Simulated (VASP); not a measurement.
# AlCo (Pm-3m) in VASP: a series of runs

AlCo is run at these levels: r2SCAN; tasks: single point.

All numbers are computed with VASP 6.6.1; they aren't measurements. Logs are shortened: lines on timing, memory, paths and dates and some standing lists are left out, and cuts for length are marked.

## (1) The cell of the first run

Symmetry: Pm-3m, No. 221, cubic system. The conventional cell has a = 2.702 Å, b = 2.702 Å, c = 2.702 Å, α = 90.00°, β = 90.00°, γ = 90.00°. Al (site symmetry m-3m) has 8 Co at 2.34 Å and 6 Al at 2.70 Å within 3.1 Å. Within 3.1 Å of Co (site symmetry m-3m) lie 8 Al at 2.34 Å and 6 Co at 2.70 Å.

## (2) Single point, r2SCAN, collinear spin, ferromagnetic start

Contents of POSCAR:

```
AlCo
1.0
    2.7017889051      0.0000000000      0.0000000000
    0.0000000000      2.7017889051      0.0000000000
    0.0000000000      0.0000000000      2.7017889051
Al Co
1 1
Direct
    0.0000000000      0.0000000000      0.0000000000
    0.5000000000      0.5000000000      0.5000000000
```

Contents of INCAR.step1:

```
SYSTEM = AlCo
  PREC = Accurate
  ENCUT = 520
  ISMEAR = -1
  SIGMA = 0.1
  LREAL = .False.
  LASPH = .True.
  NELM = 150
  ISPIN = 2
  MAGMOM = 0 3.2
  LMAXMIX = 4
  NBANDS = 17
  GGA = PE
  ALGO = Normal
  EDIFF = 1E-4
  LWAVE = .True.
  LCHARG = .False.
```

Contents of INCAR.step2:

```
SYSTEM = AlCo
  PREC = Accurate
  ENCUT = 520
  EDIFF = 1E-6
  ISMEAR = -1
  SIGMA = 0.1
  LREAL = .False.
  LASPH = .True.
  NELM = 150
  ALGO = Normal
  ISIF = 2
  LWAVE = .False.
  LCHARG = .True.
  ISPIN = 2
  MAGMOM = 0 3.2
  LORBIT = 11
  LMAXMIX = 4
  METAGGA = R2SCAN
  LMIXTAU = .True.
  LELF = .True.
  LVHAR = .True.
  NBANDS = 17
  ISTART = 1
```

Contents of KPOINTS:

```
Automatic mesh
0
Gamma
  10 10 10
  0 0 0
```

Potentials or basis: VASP PAW PBE potentials, release 64 (Al, Co).

Started as:

```bash
cat potpaw_PBE.64/Al/POTCAR potpaw_PBE.64/Co/POTCAR > POTCAR
cp INCAR.step1 INCAR
mpirun -np 1 vasp_std > vasp.out
cp INCAR.step2 INCAR
mpirun -np 1 vasp_std > vasp.out
```

OUTCAR:

```text
SYSTEM = AlCo
   PREC = Accurate
   ENCUT = 520
   EDIFF = 1E-6
   ISMEAR = -1
   LREAL = .False.
   LASPH = .True.
   NELM = 150
   ISIF = 2
   ISPIN = 2
   LORBIT = 11
   METAGGA = R2SCAN
   ISTART = 1

 ion  position               nearest neighbor table
   1  0.000  0.000  0.000-   2 2.34   2 2.34   2 2.34   2 2.34   2 2.34   2 2.34   2 2.34   2 2.34

   2  0.500  0.500  0.500-   1 2.34   1 2.34   1 2.34   1 2.34   1 2.34   1 2.34   1 2.34   1 2.34

  LATTYP: Found a simple cubic cell.
 ALAT       =     2.7017889051

  Lattice vectors:

 A1 = (   2.7017889051,   0.0000000000,   0.0000000000)
 A2 = (   0.0000000000,   2.7017889051,   0.0000000000)
 A3 = (   0.0000000000,   0.0000000000,   2.7017889051)

Analysis of symmetry for initial positions (statically):
=====================================================================
 Subroutine PRICEL returns:
 Original cell was already a primitive cell.

 Routine SETGRP: Setting up the symmetry group for a
 simple cubic supercell.

 Subroutine GETGRP returns: Found 48 space group operations
 (whereof 48 operations were pure point group operations)
 out of a pool of 48 trial point group operations.

The static configuration has the point symmetry O_h .

Analysis of symmetry for dynamics (positions and initial velocities):
=====================================================================
 Subroutine PRICEL returns:
 Original cell was already a primitive cell.

 Routine SETGRP: Setting up the symmetry group for a
 simple cubic supercell.

 Subroutine GETGRP returns: Found 48 space group operations
 (whereof 48 operations were pure point group operations)
 out of a pool of 48 trial point group operations.

The dynamic configuration has the point symmetry O_h .

Analysis of structural, dynamic, and magnetic symmetry:
=====================================================================
 Subroutine PRICEL returns:
 Original cell was already a primitive cell.

 Routine SETGRP: Setting up the symmetry group for a
 simple cubic supercell.

 Subroutine GETGRP returns: Found 48 space group operations
 (whereof 48 operations were pure point group operations)
 out of a pool of 48 trial point group operations.

The overall configuration has the point symmetry O_h .

 Subroutine INISYM returns: Found 48 space group operations
 (whereof 48 operations are pure point group operations),
 and found     1 'primitive' translations

----------------------------------------------------------------------------------------

                                     Primitive cell

  volume of cell :      19.7221

  direct lattice vectors                    reciprocal lattice vectors
     2.701788905  0.000000000  0.000000000     0.370125141  0.000000000  0.000000000
     0.000000000  2.701788905  0.000000000     0.000000000  0.370125141  0.000000000
     0.000000000  0.000000000  2.701788905     0.000000000  0.000000000  0.370125141

  length of vectors
     2.701788905  2.701788905  2.701788905     0.370125141  0.370125141  0.370125141

  position of ions in fractional coordinates (direct lattice)
     0.000000000  0.000000000  0.000000000
     0.500000000  0.500000000  0.500000000

  ion indices of the primitive-cell ions
   primitive index   ion index
                 1           1
                 2           2

----------------------------------------------------------------------------------------

 KPOINTS: Automatic mesh

Automatic generation of k-mesh.
 Grid dimensions read from file:
 generate k-points for:   10   10   10

 Generating k-lattice:

  Cartesian coordinates                     Fractional coordinates (reciprocal lattice)
     0.037012514  0.000000000  0.000000000     0.100000000  0.000000000  0.000000000
     0.000000000  0.037012514  0.000000000     0.000000000  0.100000000  0.000000000
     0.000000000  0.000000000  0.037012514     0.000000000  0.000000000  0.100000000

  Length of vectors
     0.037012514  0.037012514  0.037012514

  Shift w.r.t. Gamma in fractional coordinates (k-lattice)
     0.000000000  0.000000000  0.000000000

 Subroutine IBZKPT returns following result:
 ===========================================

 Found     56 irreducible k-points:

 Following reciprocal coordinates:
            Coordinates               Weight
  0.000000  0.000000  0.000000      1.000000
  0.100000  0.000000  0.000000      6.000000
  0.200000  0.000000  0.000000      6.000000
  0.300000  0.000000  0.000000      6.000000
  0.400000  0.000000  0.000000      6.000000
  0.500000  0.000000  0.000000      3.000000
[... 16 lines left out ...]
  0.200000  0.100000  0.100000     24.000000
  0.300000  0.100000  0.100000     24.000000
 [... further k-points ...]
   k-points           NKPTS =     56   k-points in BZ     NKDIM =     56   number of bands    NBANDS=     17
   number of dos      NEDOS =    301   number of ions     NIONS =      2
   total plane-waves  NPLWV =   8000
   dimension x,y,z NGX =    20 NGY =   20 NGZ =   20
   dimension x,y,z NGXF=    40 NGYF=   40 NGZF=   40
   ions per type =               1   1
   NGX,Y,Z   is equivalent  to a cutoff of  12.31, 12.31, 12.31 a.u.
   NGXF,Y,Z  is equivalent  to a cutoff of  24.61, 24.61, 24.61 a.u.
 SYSTEM =  AlCo
   PREC   = accura    normal or accurate (medium, high low for compatibility)
   ISTART =      1    job   : 0-new  1-cont  2-samecut
   ICHARG =      0    charge: 1-file 2-atom 10-const
   ISPIN  =      2    spin polarized calculation?
   LNONCOLLINEAR =      F non collinear calculations
   LSORBIT =      F    spin-orbit coupling
   LASPH  =      T    aspherical Exc in radial PAW
   ENCUT  =  520.0 eV  38.22 Ry    6.18 a.u.   5.02  5.02  5.02*2*pi/ulx,y,z
   NELM   =    150;   NELMIN=  2; NELMDL=  0     # of ELM steps
   EDIFF  = 0.1E-05   stopping-criterion for ELM
   LREAL  =      F    real-space projection
   EDIFFG = 0.1E-04   stopping-criterion for IOM
   NSW    =      0    number of steps for IOM
   IBRION =     -1    ionic relax: 0-MD 1-quasi-New 2-CG
   NFREE  =      0    steps in history (QN), initial steepest desc. (CG)
   ISIF   =      2    stress and relaxation
   ISYM   =      2    0-nonsym 1-usesym 2-fastsym
   POTIM  = 0.5000    time-step for ionic-motion
   TEBEG  =    0.0;   TEEND  =   0.0 temperature during run
   PSTRESS=    0.0 pullay stress
   NELECT =      12.0000    total number of electrons
   NUPDOWN=      -1.0000    fix difference up-down
   EMIN   =  10.00;   EMAX   =-10.00  energy-range for DOS
   EFERMI =   0.00;   METHOD = LEGACY
   ISMEAR =    -1;   SIGMA  =   0.10  broadening in eV -4-tet -1-fermi 0-gaus
   EFERMI_NEDOS =   21; number of points for ismear=-14 and -15
   IALGO  =     38    algorithm
   IMIX   =      4    mixing-type and parameters
     AMIX     =   0.40;   BMIX     =  1.00
     AMIX_MAG =   1.60;   BMIX_MAG =  1.00
  volume/ion in A,a.u.               =       9.86        66.55
  Fermi-wavevector in a.u.,A,eV,Ry     =   1.387236  2.621497 26.183392  1.924425
  Thomas-Fermi vector in A             =   2.511477
   LORBIT       =     11    0 simple, 1 ext, 2 COOP (PROOUT), +10 PAW based schemes
   METAGGA = R2SCAN    functional components
   LHFCALC =     F    Hartree Fock is set to
   AEXX    =    0.0000 exact exchange contribution
   IVDW    =     0    specifies the selected vdW correction
   LEPSILON=     F    determine dielectric tensor
   LRPA    =     F    only Hartree local field effects (RPA)
 spin polarized calculation
  energy-cutoff  :      520.00
  volume of cell :       19.72
 maximum number of plane-waves:       552
   NGX = 11   NGY = 11   NGZ = 11

 number of electron      11.9999996 magnetization      -0.0017515

 Free energy of the ion-electron system (eV)
  ---------------------------------------------------
  ext. energy  EPLUGINS =         0.00000000
  ---------------------------------------------------
  free energy    TOTEN  =       -20.82795812 eV

  energy without entropy =      -20.80853528  energy(sigma->0) =      -20.81824670

 E-fermi :  12.8351     XC(G=0): -14.1360

 val. band max:       12.8292827789   @ k =   0.5000   0.4000   0.1000
 cond. band min:      13.0010337763   @ k =   0.5000   0.3000   0.0000
 fundamental gap:      0.1717509973
 Fermi energy:        12.8350900030

 spin component 1

 k-point     1 :       0.0000    0.0000    0.0000
  band No.  band energies     occupation
      1      -0.0712      1.00000
      2       8.9123      1.00000
      3       8.9123      1.00000
      4      11.5236      1.00000
      5      11.5236      1.00000
      6      11.5236      1.00000
[... 9 lines left out ...]
     16      39.3488      0.00000
     17      39.3488      0.00000

 k-point     2 :       0.1000    0.0000    0.0000
  band No.  band energies     occupation
      1       0.1522      1.00000
      2       8.8930      1.00000
      3       8.9837      1.00000
      4      11.4001      1.00000
      5      11.4001      1.00000
      6      11.5373      1.00000
[... 9 lines left out ...]
     16      37.6274      0.00000
     17      40.9682      0.00000

 k-point     3 :       0.2000    0.0000    0.0000
  band No.  band energies     occupation
      1       0.8126      1.00000
      2       8.7168      1.00000
      3       9.1770      1.00000
      4      11.1003      1.00000
      5      11.1003      1.00000
      6      11.5735      1.00000
[... 392 lines left out ...]
 k-point    23 :       0.2000    0.1000    0.1000
  band No.  band energies     occupation
      1       1.2433      1.00000
      2       8.8778      1.00000
      3       9.1915      1.00000
      4      10.9554      1.00000
      5      10.9759      1.00000
      6      11.3309      1.00000
[... 9 lines left out ...]
     16      37.5885      0.00000
     17      39.9307      0.00000

 k-point    24 :       0.3000    0.1000    0.1000
  band No.  band energies     occupation
      1       2.2901      1.00000
      2       8.2474      1.00000
      3       9.4480      1.00000
      4      10.6013      1.00000
      5      10.7364      1.00000
      6      11.3811      1.00000
[... 9 lines left out ...]
     16      37.9816      0.00000
     17      38.7766      0.00000

 [... further k-points ...]

 spin component 2

 k-point     1 :       0.0000    0.0000    0.0000
  band No.  band energies     occupation
      1      -0.0700      1.00000
      2       8.9079      1.00000
      3       8.9079      1.00000
      4      11.5221      1.00000
      5      11.5221      1.00000
      6      11.5221      1.00000
[... 9 lines left out ...]
     16      39.3493      0.00000
     17      39.3493      0.00000

 k-point     2 :       0.1000    0.0000    0.0000
  band No.  band energies     occupation
      1       0.1534      1.00000
      2       8.8888      1.00000
      3       8.9792      1.00000
      4      11.3987      1.00000
      5      11.3987      1.00000
      6      11.5358      1.00000
[... 9 lines left out ...]
     16      37.6276      0.00000
     17      40.9625      0.00000

 k-point     3 :       0.2000    0.0000    0.0000
  band No.  band energies     occupation
      1       0.8138      1.00000
      2       8.7135      1.00000
      3       9.1723      1.00000
      4      11.0989      1.00000
      5      11.0989      1.00000
      6      11.5720      1.00000
[... 392 lines left out ...]
 k-point    23 :       0.2000    0.1000    0.1000
  band No.  band energies     occupation
      1       1.2445      1.00000
      2       8.8745      1.00000
      3       9.1872      1.00000
      4      10.9540      1.00000
      5      10.9744      1.00000
      6      11.3294      1.00000
[... 9 lines left out ...]
     16      37.5888      0.00000
     17      39.9306      0.00000

 k-point    24 :       0.3000    0.1000    0.1000
  band No.  band energies     occupation
      1       2.2913      1.00000
      2       8.2459      1.00000
      3       9.4436      1.00000
      4      10.5998      1.00000
      5      10.7348      1.00000
      6      11.3796      1.00000
[... 9 lines left out ...]
     16      37.9813      0.00000
     17      38.7763      0.00000

 [... further k-points ...]
[... 5 lines left out ...]
  --------------------------------------------------------------------------------------
  -------------------------------------------------------------------------------------
  Total        4.2128577      4.2128577      4.2128577     -0.0000000     -0.0000000     -0.0000000
  in kB      342.2418636    342.2418636    342.2418636     -0.0000000     -0.0000000     -0.0000000
  external PRESSURE =     342.2418636 kB  Pullay stress =       0.0000000 kB

 VOLUME and BASIS-vectors are now :
 -----------------------------------------------------------------------------
  energy-cutoff  :      520.00
  volume of cell :       19.72
      direct lattice vectors                 reciprocal lattice vectors
     2.701788905  0.000000000  0.000000000     0.370125141  0.000000000  0.000000000
     0.000000000  2.701788905  0.000000000     0.000000000  0.370125141  0.000000000
     0.000000000  0.000000000  2.701788905     0.000000000  0.000000000  0.370125141

 POSITION                                       TOTAL-FORCE (eV/Angst)
 -----------------------------------------------------------------------------------
      0.00000      0.00000      0.00000         0.000000      0.000000      0.000000
      1.35089      1.35089      1.35089         0.000000      0.000000      0.000000
 -----------------------------------------------------------------------------------
    total drift:                               -0.000000      0.000000     -0.000000

  FREE ENERGIE OF THE ION-ELECTRON SYSTEM (eV)
  ---------------------------------------------------
  free  energy   TOTEN  =       -20.8279581246 eV

  energy  without entropy=      -20.8085352803  energy(sigma->0) =      -20.81824670

 total charge

# of ion       s       p       d       tot
------------------------------------------
    1        0.420   0.523   0.000   0.943
    2        0.524   0.697   7.622   8.844
--------------------------------------------------
tot          0.944   1.220   7.622   9.787

 magnetization (x)

# of ion       s       p       d       tot
------------------------------------------
    1        0.000   0.000   0.000   0.000
    2        0.000   0.000  -0.002  -0.002
--------------------------------------------------
tot          0.000   0.000  -0.002  -0.002
```

Wall time 60 s (1 thread of Intel Xeon Platinum 8488C (Sapphire Rapids), shared host); peak memory 0.15 GiB.

Results:

* Free energy: -20.8280 eV
* Pressure: 34.2 GPa
* Band gap on the k mesh: zero (filled and empty bands overlap)
* Net moment: 0.00 μB per cell
* Valence electrons inside the program's atomic spheres: Al 0.94; Co 8.84

Levels at points of the mesh, in eV from the Fermi level:
Spin up:
| k point | band 2 | band 3 | band 4 | band 5 | band 6 | band 7 | band 8 | band 9 | band 10 | band 11 |
| --- | --- | --- | --- | --- | --- | --- | --- | --- | --- | --- |
| (0.00, 0.00, 0.00) | -3.92 | -3.92 | -1.31 | -1.31 | -1.31 | 7.21 | 7.21 | 7.21 | 9.69 | 9.69 |
| (0.50, 0.00, 0.00) | -7.76 | -3.10 | -2.40 | -2.40 | -1.17 | 0.34 | 8.87 | 12.06 | 12.06 | 14.22 |
| (0.50, 0.50, 0.00) | -3.94 | -3.31 | -3.31 | -2.19 | -2.19 | -0.23 | 3.07 | 4.60 | 15.78 | 17.99 |
| (0.50, 0.50, 0.50) | -5.14 | -5.14 | -0.18 | -0.18 | 2.34 | 2.34 | 2.34 | 6.37 | 6.37 | 6.37 |
Spin down:
```csv
k point,band 2,band 3,band 4,band 5,band 6,band 7,band 8,band 9,band 10,band 11
"(0.00, 0.00, 0.00)",-3.93,-3.93,-1.31,-1.31,-1.31,7.21,7.21,7.21,9.69,9.69
"(0.50, 0.00, 0.00)",-7.76,-3.10,-2.41,-2.41,-1.17,0.34,8.87,12.06,12.06,14.22
"(0.50, 0.50, 0.00)",-3.94,-3.31,-3.31,-2.20,-2.20,-0.24,3.06,4.60,15.78,17.99
"(0.50, 0.50, 0.50)",-5.14,-5.14,-0.19,-0.19,2.34,2.34,2.34,6.37,6.37,6.37
```

Caveat: the starting moments collapsed, and a magnetic state may lie lower; the PAW data sets were made with another functional, which shifts forces and pressure a little.

[end of part 1 of 2]
